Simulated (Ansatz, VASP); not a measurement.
# Two plane-wave programs on Si5PdW

```xyz
7
Lattice="3.3760 0.0013 0.0018 -0.0013 4.2331 0.0009 -0.0023 -0.0071 7.2612" Properties=species:S:1:pos:R:3 pbc="T T T"
Si    1.6861   -0.0039    5.4134
Si    1.6872   -0.0009    1.8496
Si   -0.0029    2.1103    5.7135
Si   -0.0013    2.1154    1.5485
Si   -0.0011   -0.0043    3.6309
Pd   -0.0002   -0.0001   -0.0006
W     1.6874    2.1138    3.6322
```

Change from the starting cell: cell x1, atoms moved at random (sigma 0.1 Å) and cell strained at random (1.5 %), then relaxed without symmetry.

Alike in both runs: functional PBE; k mesh 6 × 6 × 4; occupations gaussian, width 0.2 eV; no spin polarisation.

Ansatz relaxed the structure, and its values are those at the end. VASP's run is a single point on that final structure, the one shown.

|  | VASP | Ansatz |
| --- | --- | --- |
| version | VASP 6.6.1 | Ansatz 0.2.0 |
| potentials or method | VASP PAW PBE potentials, release 64 (Si, Pd, W_sv), cutoff 520 eV | scalar-relativistic, plane waves, PAW |
| valence electrons in the cell | 44 | 52 |

```csv
,VASP,Ansatz,Ansatz less VASP
gap on the k mesh at the Fermi level (eV),none,none,-
pressure (GPa),0.1,0.1,0.00
rms of the force components (eV/Å),0.003,0.003,-0.0001
```

A gap of «none» marks a metal or a gap that the smearing closes. With one functional, cell and mesh, what is left measures potentials, basis and numerics. VASP's potentials hold 44 valence electrons a cell and Ansatz's 52, so a difference there can come from the potentials and not from the codes.

Spin-orbit coupling is off throughout.
